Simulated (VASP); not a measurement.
Input of a VASP 6.6.1 run:

Contents of INCAR:

```
SYSTEM = Sb
PREC = Accurate ; ENCUT = 520
EDIFF = 1E-7 ; ISMEAR = -1
SIGMA = 0.1 ; LREAL = .False.
LASPH = .True. ; NELM = 80
ALGO = Normal ; ISIF = 2
LWAVE = .False. ; LCHARG = .False.
GGA = CA ; NBANDS = 8
```

The input KPOINTS:

```
regular mesh
0
Gamma
  12 12 12
  0 0 0
```

File POSCAR:

```
Sb
1.0
    2.9975381331      0.0000000000      0.0000000000
    0.0000000000      2.9975381331      0.0000000000
    0.0000000000      0.0000000000      2.9975381331
Sb
1
Direct
    0.0000000000      0.0000000000      0.0000000000
```

Potentials or basis: VASP PAW LDA potentials, release 64 (Sb).

The run is started by

```console
$ cat potpaw_LDA.64/Sb/POTCAR > POTCAR
$ mpirun -np 1 vasp_std > vasp.out
```

(1) What does it give for the pressure?

Answers

(1) 3.4 GPa.
